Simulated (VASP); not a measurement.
# FeOsC4N4 (P-43m) in VASP: a series of runs

The runs below take FeOsC4N4 through single point, with PBE.

Everything below comes from runs of VASP 6.6.1. Logs are shortened: lines on timing, memory, paths and dates and some standing lists are left out, and cuts for length are marked.

**1. The cell of the first run**

Symmetry: P-43m, No. 215, cubic system. Conventional cell: a = 5.615 Å, b = 5.615 Å, c = 5.615 Å, α = 90.00°, β = 90.00°, γ = 90.00°. Fe (site symmetry -43m) has 4 C at 1.78 Å within 2.4 Å. Os (site symmetry -43m) has 4 N at 1.87 Å within 2.5 Å. Within 1.6 Å of C (site symmetry 3m) lie 1 N at 1.21 Å. Within 1.6 Å of N (site symmetry 3m) lie 1 C at 1.21 Å.

**2. Single point, PBE**

The input, INCAR:

```
PREC = Accurate
ENCUT = 520
EDIFF = 1E-7
ISMEAR = 0
SIGMA = 0.1
LREAL = False
LASPH = True
NELM = 100
ALGO = Normal
ISIF = 2
LWAVE = False
LCHARG = False
GGA = PE
NBANDS = 37
```

The input, KPOINTS:

```
regular mesh
0
Gamma
  8 8 8
```

The input, POSCAR:

```
FeOsC4N4
1.0
    5.6150761279      0.0000000000      0.0000000000
    0.0000000000      5.6150761279      0.0000000000
    0.0000000000      0.0000000000      5.6150761279
Fe Os C N
1 1 4 4
Direct
    0.0000000000      0.0000000000      0.0000000000
    0.5000000000      0.5000000000      0.5000000000
    0.1829174789      0.1829174789      0.1829174789
    0.1829174789      0.8170825211      0.8170825211
    0.8170825211      0.1829174789      0.8170825211
    0.8170825211      0.8170825211      0.1829174789
    0.3073928884      0.3073928884      0.3073928884
    0.3073928884      0.6926071116      0.6926071116
    0.6926071116      0.3073928884      0.6926071116
    0.6926071116      0.6926071116      0.3073928884
```

Potentials or basis: VASP PAW PBE potentials, release 64 (Fe, Os, C, N).

On the command line:

```bash
cat potpaw_PBE.64/Fe/POTCAR potpaw_PBE.64/Os/POTCAR potpaw_PBE.64/C/POTCAR potpaw_PBE.64/N/POTCAR > POTCAR
mpirun -np 1 vasp_std > vasp.out
```

OUTCAR:

```text
PREC = Accurate
   ENCUT = 520
   EDIFF = 1E-7
   ISMEAR = 0
   LREAL = False
   LASPH = True
   NELM = 100
   ISIF = 2
   GGA = PE

 ion  position               nearest neighbor table
   1  0.000  0.000  0.000-   3 1.78   4 1.78   5 1.78   6 1.78
   2  0.500  0.500  0.500-   7 1.87   8 1.87   9 1.87  10 1.87
   3  0.183  0.183  0.183-   7 1.21   1 1.78
   4  0.183  0.817  0.817-   8 1.21   1 1.78
   5  0.817  0.183  0.817-   9 1.21   1 1.78
   6  0.817  0.817  0.183-  10 1.21   1 1.78
   7  0.307  0.307  0.307-   3 1.21   2 1.87
   8  0.307  0.693  0.693-   4 1.21   2 1.87
   9  0.693  0.307  0.693-   5 1.21   2 1.87
  10  0.693  0.693  0.307-   6 1.21   2 1.87

  LATTYP: Found a simple cubic cell.
 ALAT       =     5.6150761279

  Lattice vectors:

 A1 = (   5.6150761279,   0.0000000000,   0.0000000000)
 A2 = (   0.0000000000,   5.6150761279,   0.0000000000)
 A3 = (   0.0000000000,   0.0000000000,   5.6150761279)

Analysis of symmetry for initial positions (statically):
=====================================================================
 Subroutine PRICEL returns:
 Original cell was already a primitive cell.

 Routine SETGRP: Setting up the symmetry group for a
 simple cubic supercell.

 Subroutine GETGRP returns: Found 24 space group operations
 (whereof 24 operations were pure point group operations)
 out of a pool of 48 trial point group operations.

The static configuration has the point symmetry T_d .

Analysis of symmetry for dynamics (positions and initial velocities):
=====================================================================
 Subroutine PRICEL returns:
 Original cell was already a primitive cell.

 Routine SETGRP: Setting up the symmetry group for a
 simple cubic supercell.

 Subroutine GETGRP returns: Found 24 space group operations
 (whereof 24 operations were pure point group operations)
 out of a pool of 48 trial point group operations.

The dynamic configuration has the point symmetry T_d .

 Subroutine INISYM returns: Found 24 space group operations
 (whereof 24 operations are pure point group operations),
 and found     1 'primitive' translations

----------------------------------------------------------------------------------------

                                     Primitive cell

  volume of cell :     177.0382

  direct lattice vectors                    reciprocal lattice vectors
     5.615076128  0.000000000  0.000000000     0.178091975  0.000000000  0.000000000
     0.000000000  5.615076128  0.000000000     0.000000000  0.178091975  0.000000000
     0.000000000  0.000000000  5.615076128     0.000000000  0.000000000  0.178091975

  length of vectors
     5.615076128  5.615076128  5.615076128     0.178091975  0.178091975  0.178091975

  position of ions in fractional coordinates (direct lattice)
     0.000000000  0.000000000  0.000000000
     0.500000000  0.500000000  0.500000000
     0.182917479  0.182917479  0.182917479
     0.182917479  0.817082521  0.817082521
     0.817082521  0.182917479  0.817082521
     0.817082521  0.817082521  0.182917479
     0.307392888  0.307392888  0.307392888
     0.307392888  0.692607112  0.692607112
     0.692607112  0.307392888  0.692607112
     0.692607112  0.692607112  0.307392888

  ion indices of the primitive-cell ions
   primitive index   ion index
                 1           1
                 2           2
                 3           3
                 4           4
                 5           5
                 6           6
                 7           7
                 8           8
                 9           9
                10          10

----------------------------------------------------------------------------------------

 KPOINTS: regular mesh

Automatic generation of k-mesh.
 Grid dimensions read from file:
 generate k-points for:    8    8    8

 Generating k-lattice:

  Cartesian coordinates                     Fractional coordinates (reciprocal lattice)
     0.022261497  0.000000000  0.000000000     0.125000000  0.000000000  0.000000000
     0.000000000  0.022261497  0.000000000     0.000000000  0.125000000  0.000000000
     0.000000000  0.000000000  0.022261497     0.000000000  0.000000000  0.125000000

  Length of vectors
     0.022261497  0.022261497  0.022261497

  Shift w.r.t. Gamma in fractional coordinates (k-lattice)
     0.000000000  0.000000000  0.000000000

 Subroutine IBZKPT returns following result:
 ===========================================

 Found     35 irreducible k-points:

 Following reciprocal coordinates:
            Coordinates               Weight
  0.000000  0.000000  0.000000      1.000000
  0.125000  0.000000  0.000000      6.000000
  0.250000  0.000000  0.000000      6.000000
  0.375000  0.000000  0.000000      6.000000
  0.500000  0.000000  0.000000      3.000000
  0.125000  0.125000  0.000000     12.000000
[... 16 lines left out ...]
  0.375000  0.375000  0.125000     24.000000
  0.500000  0.375000  0.125000     24.000000
[... 28 lines left out ...]
   TEBEG  =    0.0;   TEEND  =   0.0 temperature during run
   PSTRESS=    0.0 pullay stress
   NELECT =      52.0000    total number of electrons
   NUPDOWN=      -1.0000    fix difference up-down
   EMIN   =  10.00;   EMAX   =-10.00  energy-range for DOS
   EFERMI =   0.00;   METHOD = LEGACY
   ISMEAR =     0;   SIGMA  =   0.10  broadening in eV -4-tet -1-fermi 0-gaus
   EFERMI_NEDOS =   21; number of points for ismear=-14 and -15
   IALGO  =     38    algorithm
   IMIX   =      4    mixing-type and parameters
     AMIX     =   0.40;   BMIX     =  1.00
     AMIX_MAG =   1.60;   BMIX_MAG =  1.00
  volume/ion in A,a.u.               =      17.70       119.47
  Fermi-wavevector in a.u.,A,eV,Ry     =   1.088229  2.056455 16.112596  1.184242
  Thomas-Fermi vector in A             =   2.224406
   LORBIT       =      0    0 simple, 1 ext, 2 COOP (PROOUT), +10 PAW based schemes
   GGA     = PE    functional components
   LHFCALC =     F    Hartree Fock is set to
   AEXX    =    0.0000 exact exchange contribution
   IVDW    =     0    specifies the selected vdW correction
   LEPSILON=     F    determine dielectric tensor
   LRPA    =     F    only Hartree local field effects (RPA)
 non-spin polarized calculation
 Gauss-broadening in eV      SIGMA  =   0.10
  energy-cutoff  :      520.00
  volume of cell :      177.04
 maximum number of plane-waves:      4801
 NGX is ok and might be reduce to    42
   NGX = 21   NGY = 21   NGZ = 21

 number of electron      52.0000008 magnetization

 Free energy of the ion-electron system (eV)
  ---------------------------------------------------
  ext. energy  EPLUGINS =         0.00000000
  ---------------------------------------------------
  free energy    TOTEN  =       -82.88192619 eV

  energy without entropy =      -82.86052283  energy(sigma->0) =      -82.87122451

 E-fermi :   0.2974     XC(G=0):  -7.9870

 val. band max:        0.2755408120   @ k =   0.1250   0.1250   0.0000
 cond. band min:       0.3131186354   @ k =   0.5000   0.2500   0.1250
 fundamental gap:      0.0375778234
 Fermi energy:         0.2973636187

 k-point     1 :       0.0000    0.0000    0.0000
  band No.  band energies     occupation
      1     -18.3143      2.00000
      2     -18.0699      2.00000
      3     -18.0699      2.00000
      4     -18.0699      2.00000
      5      -9.9759      2.00000
      6      -9.2529      2.00000
[... 29 lines left out ...]
     36       5.3548      0.00000
     37       5.3642      0.00000

 k-point     2 :       0.1250    0.0000    0.0000
  band No.  band energies     occupation
      1     -18.3074      2.00000
      2     -18.0767      2.00000
      3     -18.0699      2.00000
      4     -18.0699      2.00000
      5      -9.9567      2.00000
      6      -9.2822      2.00000
[... 29 lines left out ...]
     36       5.3199      0.00000
     37       5.3427      0.00000
[... 838 lines left out ...]
     36       5.2111      0.00000
     37       5.4013      0.00000

 k-point    24 :       0.5000    0.3750    0.1250
  band No.  band energies     occupation
      1     -18.2302      2.00000
      2     -18.1104      2.00000
      3     -18.0927      2.00000
      4     -18.0882      2.00000
      5      -9.8496      2.00000
      6      -9.4463      2.00000
[... 29 lines left out ...]
     36       5.1988      0.00000
     37       5.3509      0.00000

 [... further k-points ...]

------------------------ aborting loop because EDIFF is reached ----------------------------------------

  FORCE on cell =-STRESS in cart. coord.  units (eV):
  Direction    XX          YY          ZZ          XY          YZ          ZX
  --------------------------------------------------------------------------------------
  -------------------------------------------------------------------------------------
  Total        0.8950749      0.8950749      0.8950749     -0.0000000      0.0000000     -0.0000000
  in kB        8.1003354      8.1003354      8.1003354     -0.0000000      0.0000000     -0.0000000
  external PRESSURE =       8.1003354 kB  Pullay stress =       0.0000000 kB

 VOLUME and BASIS-vectors are now :
 -----------------------------------------------------------------------------
  energy-cutoff  :      520.00
  volume of cell :      177.04
      direct lattice vectors                 reciprocal lattice vectors
     5.615076128  0.000000000  0.000000000     0.178091975  0.000000000  0.000000000
     0.000000000  5.615076128  0.000000000     0.000000000  0.178091975  0.000000000
     0.000000000  0.000000000  5.615076128     0.000000000  0.000000000  0.178091975

 POSITION                                       TOTAL-FORCE (eV/Angst)
 -----------------------------------------------------------------------------------
      0.00000      0.00000      0.00000         0.000000     -0.000000     -0.000000
      2.80754      2.80754      2.80754         0.000000     -0.000000     -0.000000
      1.02710      1.02710      1.02710        -0.031921     -0.031921     -0.031921
      1.02710      4.58798      4.58798        -0.031921      0.031921      0.031921
      4.58798      1.02710      4.58798         0.031921     -0.031921      0.031921
      4.58798      4.58798      1.02710         0.031921      0.031921     -0.031921
      1.72603      1.72603      1.72603        -0.059300     -0.059300     -0.059300
      1.72603      3.88904      3.88904        -0.059300      0.059300      0.059300
      3.88904      1.72603      3.88904         0.059300     -0.059300      0.059300
      3.88904      3.88904      1.72603         0.059300      0.059300     -0.059300
 -----------------------------------------------------------------------------------
    total drift:                               -0.000000     -0.000000     -0.000000

  FREE ENERGIE OF THE ION-ELECTRON SYSTEM (eV)
  ---------------------------------------------------
  free  energy   TOTEN  =       -82.8819261896 eV

  energy  without entropy=      -82.8605228295  energy(sigma->0) =      -82.87122451
```

It took 4.3 min on 1 thread of Intel Xeon 6975P-C (Granite Rapids), shared host; peak memory 0.4 GiB.

What came out:

* Free energy: -82.8819 eV
* Pressure: 0.8 GPa
* Largest force: 0.103 eV/Å
* Band gap on the k mesh: zero (bands 26 and 27 overlap by 0.52 eV)

Forces in eV/Å, atoms in the order of the input:
```
Fe   0.000  0.000  0.000
Os   0.000  0.000  0.000
C   -0.032 -0.032 -0.032
C   -0.032  0.032  0.032
C    0.032 -0.032  0.032
C    0.032  0.032 -0.032
N   -0.059 -0.059 -0.059
N   -0.059  0.059  0.059
N    0.059 -0.059  0.059
N    0.059  0.059 -0.059
```

Caveat: spin-orbit coupling is left out, which moves the levels of the heavy elements; the run has no spin polarisation, though such a crystal can be magnetic. With open d or f shells a metallic result of PBE can be an artefact of self-interaction; +U or a hybrid may open a gap.

**3. Single point, PBE, collinear spin, ferromagnetic start**

This run uses another cell than the first one, of 17.75 Å³/atom.

The input, INCAR:

```
SYSTEM = FeOsC4N4
PREC = Accurate ; ENCUT = 520
EDIFF = 1E-7 ; ISMEAR = 0
SIGMA = 0.1 ; LREAL = .FALSE.
LASPH = .TRUE. ; NELM = 150
ALGO = Normal ; ISIF = 2
LWAVE = .FALSE. ; LCHARG = .TRUE.
ISPIN = 2 ; MAGMOM = 4 1 0 0 0 0 0 0 0 0
LORBIT = 11 ; LMAXMIX = 4
GGA = PE ; LELF = .TRUE.
LVHAR = .TRUE. ; NBANDS = 41
```

The input, KPOINTS:

```
regular mesh
0
G
  4 4 4
  0 0 0
```

The input, POSCAR:

```
FeOsC4N4
1.0
    5.6202256281      0.0000000000      0.0000000000
    0.0000000000      5.6202256281      0.0000000000
    0.0000000000      0.0000000000      5.6202256281
Fe Os C N
1 1 4 4
Direct
    0.0000000000      0.0000000000      0.0000000000
    0.5000000000      0.5000000000      0.5000000000
    0.1829591384      0.1829591384      0.1829591384
    0.1829591384      0.8170408616      0.8170408616
    0.8170408616      0.1829591384      0.8170408616
    0.8170408616      0.8170408616      0.1829591384
    0.3073746200      0.3073746200      0.3073746200
    0.3073746200      0.6926253800      0.6926253800
    0.6926253800      0.3073746200      0.6926253800
    0.6926253800      0.6926253800      0.3073746200
```

Potentials or basis: VASP PAW PBE potentials, release 64 (Fe, Os, C, N).

On the command line:

```bash
cat potpaw_PBE.64/Fe/POTCAR potpaw_PBE.64/Os/POTCAR potpaw_PBE.64/C/POTCAR potpaw_PBE.64/N/POTCAR > POTCAR
mpirun -np 1 vasp_std > vasp.out
```

Run time: 3.9 min. Hardware: 1 thread of Intel Xeon 6975P-C (Granite Rapids), shared host; peak memory 0.4 GiB.

It converged, with:

| Quantity | Value |
| --- | --- |
| Free energy | -82.9138 eV |
| Pressure | 0.5 GPa |
| Largest force | 0.126 eV/Å |
| Band gap on the k mesh | zero (filled and empty bands overlap) |
| Net moment | -0.01 μB per cell |
| Valence electrons inside the program's atomic spheres | Fe 8.05; Os 7.66; C 2.52; N 3.89 |

Forces on the atoms (eV/Å):
```
Fe   0.000  0.000  0.000
Os   0.000  0.000  0.000
C   -0.015 -0.015 -0.015
C   -0.015  0.015  0.015
C    0.015 -0.015  0.015
C    0.015  0.015 -0.015
N   -0.073 -0.073 -0.073
N   -0.073  0.073  0.073
N    0.073 -0.073  0.073
N    0.073  0.073 -0.073
```

Levels at points of the mesh, in eV from the Fermi level:
Spin up:
| k point | band 24 | band 25 | band 26 | band 27 | band 28 | band 29 |
| --- | --- | --- | --- | --- | --- | --- |
| (0.00, 0.00, 0.00) | -0.98 | -0.98 | -0.36 | -0.36 | 0.77 | 0.77 |
| (0.50, 0.00, 0.00) | -1.28 | -0.89 | -0.89 | 0.57 | 0.77 | 1.05 |
| (0.50, 0.50, 0.00) | -1.21 | -0.67 | -0.67 | 0.56 | 0.73 | 0.89 |
| (0.50, 0.50, 0.50) | -0.64 | -0.64 | -0.23 | -0.23 | 0.73 | 0.73 |
Spin down:
| k point | band 24 | band 25 | band 26 | band 27 | band 28 | band 29 |
| --- | --- | --- | --- | --- | --- | --- |
| (0.00, 0.00, 0.00) | -0.98 | -0.98 | -0.36 | -0.36 | 0.77 | 0.77 |
| (0.50, 0.00, 0.00) | -1.28 | -0.89 | -0.89 | 0.56 | 0.77 | 1.05 |
| (0.50, 0.50, 0.00) | -1.21 | -0.67 | -0.67 | 0.55 | 0.73 | 0.89 |
| (0.50, 0.50, 0.50) | -0.64 | -0.64 | -0.23 | -0.23 | 0.73 | 0.73 |

Caveat: the moments typed at the start vanished in this run; spin-orbit coupling is left out, which moves the levels of the heavy elements. With open d or f shells a metallic result of PBE can be an artefact of self-interaction; +U or a hybrid may open a gap.

**4. Single point, PBE, collinear spin, ferromagnetic start**

This run uses another cell than the first one, of 20.34 Å³/atom.

The input, INCAR:

```
SYSTEM = FeOsC4N4
PREC = Accurate
ENCUT = 520
EDIFF = 1E-6
ISMEAR = 0
SIGMA = 0.1
LREAL = .False.
LASPH = .True.
NELM = 150
ALGO = Normal
ISIF = 2
LWAVE = .False.
LCHARG = .False.
ISPIN = 2
MAGMOM = 4 1 0 0 0 0 0 0 0 0
LORBIT = 11
LMAXMIX = 4
GGA = PE
NBANDS = 41
```

The input, KPOINTS:

```
Automatic mesh
0
Gamma
  4 4 4
  0 0 0
```

The input, POSCAR:

```
FeOsC4N4
1.0
    5.8808898400      0.0000000000      0.0000000000
    0.0000000000      5.8808898400      0.0000000000
    0.0000000000      0.0000000000      5.8808898400
Fe Os C N
1 1 4 4
Direct
    0.0000000000      0.0000000000      0.0000000000
    0.5000000000      0.5000000000      0.5000000000
    0.1902611400      0.1902611400      0.1902611400
    0.1902611400      0.8097388600      0.8097388600
    0.8097388600      0.1902611400      0.8097388600
    0.8097388600      0.8097388600      0.1902611400
    0.3051246800      0.3051246800      0.3051246800
    0.3051246800      0.6948753200      0.6948753200
    0.6948753200      0.3051246800      0.6948753200
    0.6948753200      0.6948753200      0.3051246800
```

On the command line:

```bash
cat potpaw_PBE.64/Fe/POTCAR potpaw_PBE.64/Os/POTCAR potpaw_PBE.64/C/POTCAR potpaw_PBE.64/N/POTCAR > POTCAR
mpirun -np 1 vasp_std > vasp.out
```

It took 4.4 min on 1 thread of Intel Xeon 6975P-C (Granite Rapids), shared host; peak memory 0.47 GiB.

Results (log left out):

| Quantity | Value |
| --- | --- |
| Free energy | -82.3272 eV |
| Pressure | -0.5 GPa |
| Largest force | 3.316 eV/Å |
| Band gap on the k mesh | zero (filled and empty bands overlap) |
| Net moment | 2.00 μB per cell |
| Site moments | Fe +2.75; Os -0.74; C -0.06; N +0.06 μB |
| Valence electrons inside the program's atomic spheres | Fe 7.29; Os 7.15; C 2.58; N 3.91 |

Forces in eV/Å, atoms in the order of the input:
```
Fe   0.000  0.000  0.000
Os   0.000  0.000  0.000
C   -1.428 -1.428 -1.428
C   -1.428  1.428  1.428
C    1.428 -1.428  1.428
C    1.428  1.428 -1.428
N    1.914  1.914  1.914
N    1.914 -1.914 -1.914
N   -1.914  1.914 -1.914
N   -1.914 -1.914  1.914
```

Levels at points of the mesh, in eV from the Fermi level:
Spin up:
```
           k point  band 23  band 24  band 25  band 26  band 27  band 28  band 29  band 30  band 31  band 32
(0.00, 0.00, 0.00)    -1.23    -1.23    -1.23    -0.74    -0.74     0.53     0.53     0.53     4.55     4.59
(0.50, 0.00, 0.00)    -1.88    -1.30    -1.30    -0.94    -0.38     0.78     0.93     0.93     3.96     3.96
(0.50, 0.50, 0.00)    -1.76    -1.23    -1.23    -0.93    -0.40     0.76     0.91     0.91     3.95     3.95
(0.50, 0.50, 0.50)    -1.14    -1.14    -1.14    -0.66    -0.66     0.68     0.68     0.68     4.51     4.51
```
Spin down:
```
           k point  band 22  band 23  band 24  band 25  band 26  band 27  band 28  band 29
(0.00, 0.00, 0.00)    -1.75    -0.37    -0.37    -0.37     0.23     0.23     1.14     1.14
(0.50, 0.00, 0.00)    -1.13    -0.83    -0.28    -0.24    -0.24     0.62     1.17     1.28
(0.50, 0.50, 0.00)    -1.11    -0.84    -0.29    -0.04    -0.04     0.64     1.09     1.09
(0.50, 0.50, 0.50)    -1.69    -0.10    -0.10    -0.10     0.24     0.24     1.08     1.08
```

Caveat: spin-orbit coupling is left out, which moves the levels of the heavy elements; a cell with one magnetic atom can't hold antiferromagnetic order, which such compounds often take; forces of over 1 eV/Å act on the atoms, so gaps and moduli don't describe the material at rest.

The gap in the log of VASP goes by the Fermi energy; the results here count the filled bands.